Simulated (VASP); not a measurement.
A run of VASP 6.6.1 is set up as follows.

INCAR

```
ALGO     = Normal         # electronic algorithm
EDIFF    = 1E-8           # SCF threshold, eV
ENCUT    = 520            # plane-wave cutoff, eV
GGA      = PE             # functional
IBRION   = 8              # ionic algorithm
ISIF     = 2              # what is computed and relaxed
ISMEAR   = 0              # smearing method
LASPH    = T              # aspherical terms in the spheres
LCHARG   = T              # write CHGCAR
LEPSILON = T              # dielectric tensor by DFPT
LREAL    = F              # projectors in reciprocal space
LWAVE    = F              # write WAVECAR
NBANDS   = 16             # bands
NELM     = 60             # most SCF steps
NSW      = 1              # ionic steps
PREC     = Accurate       # precision mode
SIGMA    = 0.01           # smearing width, eV
```

File KPOINTS:

```
k-points
0
Gamma
  12 12 6
```

The input POSCAR:

```
SiC
1.0
    3.0690866493      0.0000000000      0.0000000000
   -1.5345433246      2.6579070047      0.0000000000
    0.0000000000      0.0000000000      5.0359165340
Si C
2 2
Direct
    0.3333333333      0.6666666667      0.0045966520
    0.6666666667      0.3333333333      0.5045966520
    0.3333333333      0.6666666667      0.3804033480
    0.6666666667      0.3333333333      0.8804033480
```

Potentials or basis: VASP PAW PBE potentials, release 64 (Si, C).

Launch:

```console
$ cat potpaw_PBE.64/Si/POTCAR potpaw_PBE.64/C/POTCAR > POTCAR
$ mpirun -np 1 vasp_std > vasp.out
```

**Question.** What does it give for the electronic dielectric tensor (diagonal)?

**Answer.** 6.90, 6.90, 7.27.

**Question.** Predict the Born charges (mean of the diagonal).

**Answer.** Si +2.73; C -2.73 e.

**Question.** What does it give for the highest phonon frequency at Γ, LO-TO splitting left out?

**Answer.** 837 cm⁻¹.

Born effective charge tensors (e):
atom 1, Si
```
2.66 0.00 0.00
0.00 2.66 0.00
0.00 0.00 2.86
```
atom 2, Si
```
2.66 0.00 0.00
0.00 2.66 0.00
0.00 0.00 2.86
```
atom 3, C
```
-2.66  0.00  0.00
 0.00 -2.66  0.00
 0.00  0.00 -2.86
```
atom 4, C
```
-2.66  0.00  0.00
 0.00 -2.66  0.00
 0.00  0.00 -2.86
```

Caveat: the cell wasn't relaxed at this level first, which shifts response properties.
